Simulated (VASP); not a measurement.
# C (Imma) in VASP: single point with PBE

Aim: the single point of C with PBE.

Everything below comes from runs of VASP 6.6.1. Logs are shortened: lines on timing, memory, paths and dates and some standing lists are left out, and cuts for length are marked.

## 1. The cell of the first run

Symmetry: Imma, No. 74, orthorhombic system. Conventional cell: a = 2.522 Å, b = 2.522 Å, c = 3.567 Å, α = 90.00°, β = 90.00°, γ = 90.00°. C (site symmetry mm2) has 4 C at 1.47 to 1.62 Å within 2.0 Å.

## 2. Single point, PBE

INCAR

```
SYSTEM = C
PREC = Accurate
ENCUT = 600
EDIFF = 1E-6
ISMEAR = 0
SIGMA = 0.01
LREAL = .FALSE.
LASPH = .TRUE.
NELM = 120
ALGO = Normal
ISIF = 2
LWAVE = .FALSE.
LCHARG = .TRUE.
GGA = PE
LELF = .TRUE.
LVHAR = .TRUE.
NBANDS = 11
GGA_COMPAT = .FALSE.
```

KPOINTS

```
Automatic mesh
0
G
  3 3 3
  0 0 0
```

POSCAR

```
C
1.0
    0.0000000000      1.7835000000      1.7835000000
    1.7835000000      0.0000000000      1.7835000000
    1.7835000000      1.7835000000      0.0000000000
C
2
Direct
    0.0000000000      0.0000000000      0.0000000000
    0.2135548080      0.2864451920      0.2864451920
```

Potentials or basis: VASP PAW PBE potentials, release 64 (C).

Command:

```bash
$ cat potpaw_PBE.64/C/POTCAR > POTCAR
$ mpirun -np 1 vasp_std > vasp.out
```

OUTCAR:

```text
SYSTEM = C
   PREC = Accurate
   ENCUT = 600
   EDIFF = 1E-6
   ISMEAR = 0
   LREAL = .FALSE.
   LASPH = .TRUE.
   NELM = 120
   ISIF = 2
   GGA = PE

 ion  position               nearest neighbor table
   1  0.000  0.000  0.000-   2 1.47   2 1.47   2 1.62   2 1.62
   2  0.214  0.286  0.286-   1 1.47   1 1.47   1 1.62   1 1.62

  LATTYP: Found a face centered cubic cell.
 ALAT       =     3.5670000000

  Lattice vectors:

 A1 = (   0.0000000000,   1.7835000000,   1.7835000000)
 A2 = (   1.7835000000,   0.0000000000,   1.7835000000)
 A3 = (   1.7835000000,   1.7835000000,   0.0000000000)

Analysis of symmetry for initial positions (statically):
=====================================================================
 Subroutine PRICEL returns:
 Original cell was already a primitive cell.

 Routine SETGRP: Setting up the symmetry group for a
 face centered cubic supercell.

 Subroutine GETGRP returns: Found  8 space group operations
 (whereof  4 operations were pure point group operations)
 out of a pool of 48 trial point group operations.

The static configuration has the point symmetry C_2v.
 The point group associated with its full space group is D_2h.

Analysis of symmetry for dynamics (positions and initial velocities):
=====================================================================
 Subroutine PRICEL returns:
 Original cell was already a primitive cell.

 Routine SETGRP: Setting up the symmetry group for a
 face centered cubic supercell.

 Subroutine GETGRP returns: Found  8 space group operations
 (whereof  4 operations were pure point group operations)
 out of a pool of 48 trial point group operations.

The dynamic configuration has the point symmetry C_2v.
 The point group associated with its full space group is D_2h.

 Subroutine INISYM returns: Found  8 space group operations
 (whereof  4 operations are pure point group operations),
 and found     1 'primitive' translations

----------------------------------------------------------------------------------------

                                     Primitive cell

  volume of cell :      11.3462

  direct lattice vectors                    reciprocal lattice vectors
     0.000000000  1.783500000  1.783500000    -0.280347631  0.280347631  0.280347631
     1.783500000  0.000000000  1.783500000     0.280347631 -0.280347631  0.280347631
     1.783500000  1.783500000  0.000000000     0.280347631  0.280347631 -0.280347631

[... 65 lines left out ...]
   NELM   =    120;   NELMIN=  2; NELMDL= -5     # of ELM steps
   EDIFF  = 0.1E-05   stopping-criterion for ELM
   LREAL  =      F    real-space projection
[... 7 lines left out ...]
   TEBEG  =    0.0;   TEEND  =   0.0 temperature during run
   PSTRESS=    0.0 pullay stress
   NELECT =       8.0000    total number of electrons
   NUPDOWN=      -1.0000    fix difference up-down
   EMIN   =  10.00;   EMAX   =-10.00  energy-range for DOS
   EFERMI =   0.00;   METHOD = LEGACY
   ISMEAR =     0;   SIGMA  =   0.01  broadening in eV -4-tet -1-fermi 0-gaus
   EFERMI_NEDOS =   21; number of points for ismear=-14 and -15
   IALGO  =     38    algorithm
   IMIX   =      4    mixing-type and parameters
     AMIX     =   0.40;   BMIX     =  1.00
     AMIX_MAG =   1.60;   BMIX_MAG =  1.00
  volume/ion in A,a.u.               =       5.67        38.28
  Fermi-wavevector in a.u.,A,eV,Ry     =   1.457097  2.753514 28.886949  2.123131
  Thomas-Fermi vector in A             =   2.573938
   LORBIT       =      0    0 simple, 1 ext, 2 COOP (PROOUT), +10 PAW based schemes
   GGA     = PE    functional components
   LHFCALC =     F    Hartree Fock is set to
   AEXX    =    0.0000 exact exchange contribution
   IVDW    =     0    specifies the selected vdW correction
   LEPSILON=     F    determine dielectric tensor
   LRPA    =     F    only Hartree local field effects (RPA)
 non-spin polarized calculation
 Gauss-broadening in eV      SIGMA  =   0.01
  energy-cutoff  :      600.00
  volume of cell :       11.35
 maximum number of plane-waves:       383
   NGX =  9   NGY =  9   NGZ =  9

 number of electron       8.0000000 magnetization

 Free energy of the ion-electron system (eV)
  ---------------------------------------------------
  ext. energy  EPLUGINS =         0.00000000
  ---------------------------------------------------
  free energy    TOTEN  =       -17.25330650 eV

  energy without entropy =      -17.25330650  energy(sigma->0) =      -17.25330650

 E-fermi :  11.9707     XC(G=0): -13.2085

 val. band max:       11.8143979089   @ k =   0.0000   0.0000   0.0000
 cond. band min:      13.6208172797   @ k =   0.3333   0.3333   0.0000
 fundamental gap:      1.8064193708
 Fermi energy:        11.9707464243

 k-point     1 :       0.0000    0.0000    0.0000
  band No.  band energies     occupation
      1     -11.7156      2.00000
      2       7.8426      2.00000
      3      10.0654      2.00000
      4      11.8144      2.00000
      5      13.7336      0.00000
      6      15.0937      0.00000
      7      17.2519      0.00000
      8      23.0875      0.00000
      9      28.9397      0.00000
     10      35.9532      0.00000
     11      36.2489      0.00000
[... 85 lines left out ...]
 k-point     8 :       0.3333   -0.3333   -0.3333
  band No.  band energies     occupation
      1      -4.5644      2.00000
      2      -0.4808      2.00000
      3       0.6747      2.00000
      4       4.1802      2.00000
      5      15.4278      0.00000
      6      22.8237      0.00000
      7      24.4375      0.00000
      8      24.6106      0.00000
      9      26.7029      0.00000
     10      32.6324      0.00000
     11      35.3118      0.00000

------------------------ aborting loop because EDIFF is reached ----------------------------------------

  FORCE on cell =-STRESS in cart. coord.  units (eV):
  Direction    XX          YY          ZZ          XY          YZ          ZX
  --------------------------------------------------------------------------------------
  -------------------------------------------------------------------------------------
  Total        0.6722954      1.0739058      1.0739058      0.0000000     -0.6319098      0.0000000
  in kB       94.9339108    151.6447676    151.6447676      0.0000000    -89.2311185      0.0000000
  external PRESSURE =     132.7411487 kB  Pullay stress =       0.0000000 kB

 VOLUME and BASIS-vectors are now :
 -----------------------------------------------------------------------------
  energy-cutoff  :      600.00
  volume of cell :       11.35
      direct lattice vectors                 reciprocal lattice vectors
     0.000000000  1.783500000  1.783500000    -0.280347631  0.280347631  0.280347631
     1.783500000  0.000000000  1.783500000     0.280347631 -0.280347631  0.280347631
     1.783500000  1.783500000  0.000000000     0.280347631  0.280347631 -0.280347631

 POSITION                                       TOTAL-FORCE (eV/Angst)
 -----------------------------------------------------------------------------------
      0.00000      0.00000      0.00000         5.416109      0.000000      0.000000
      1.02175      0.89175      0.89175        -5.416109      0.000000      0.000000
 -----------------------------------------------------------------------------------
    total drift:                                0.000001     -0.000000     -0.000000

  FREE ENERGIE OF THE ION-ELECTRON SYSTEM (eV)
  ---------------------------------------------------
  free  energy   TOTEN  =       -17.2533065015 eV

  energy  without entropy=      -17.2533065015  energy(sigma->0) =      -17.25330650
```

OSZICAR:

```text
N       E                     dE             d eps       ncg     rms          rms(c)
DAV:   1     0.967050414096E+00    0.96705E+00   -0.48460E+03   184   0.796E+02
DAV:   2    -0.176616670549E+02   -0.18629E+02   -0.18008E+02   240   0.129E+02
DAV:   3    -0.179971747258E+02   -0.33551E+00   -0.33482E+00   215   0.129E+01
DAV:   4    -0.179976478544E+02   -0.47313E-03   -0.47312E-03   191   0.604E-01
DAV:   5    -0.179976485107E+02   -0.65633E-06   -0.65642E-06   209   0.211E-02    0.583E+00
DAV:   6    -0.174400291875E+02    0.55762E+00   -0.27799E-01   185   0.384E+00    0.348E+00
DAV:   7    -0.172508394287E+02    0.18919E+00   -0.35220E-01   191   0.436E+00    0.798E-01
DAV:   8    -0.172532313305E+02   -0.23919E-02   -0.97516E-03   182   0.734E-01    0.481E-02
DAV:   9    -0.172532834603E+02   -0.52130E-04   -0.77005E-05   217   0.724E-02    0.254E-02
DAV:  10    -0.172533061661E+02   -0.22706E-04   -0.16910E-05   194   0.359E-02    0.589E-03
DAV:  11    -0.172533065015E+02   -0.33545E-06   -0.57510E-07   219   0.687E-03
   1 F= -.17253307E+02 E0= -.17253307E+02  d E =-.143678-109
```

It took 2.3 s on 1 thread of Intel Xeon Platinum 8375C at 2.90GHz (Ice Lake), shared host; peak memory 0.11 GiB.

Results:

```
Free energy            : -17.2533 eV
Pressure               : 13.3 GPa
Largest force          : 5.416 eV/Å
Band gap on the k mesh : 1.81 eV, indirect (least direct gap 1.92 eV)
```

Forces on the atoms (eV/Å):
```
C    5.416  0.000  0.000
C   -5.416  0.000  0.000
```

Levels at points of the mesh, in eV from the valence-band top:
```csv
k point,band 1,band 2,band 3,band 4,band 5,band 6,band 7,band 8
"(0.00, 0.00, 0.00)",-23.53,-3.97,-1.75,0.00,1.92,3.28,5.44,11.27
```

Caveat: the k points lie up to 1.02 Å⁻¹ apart; forces of over 1 eV/Å act on the atoms, so gaps and moduli don't describe the material at rest. As with any semilocal functional, this PBE gap is likely too small.
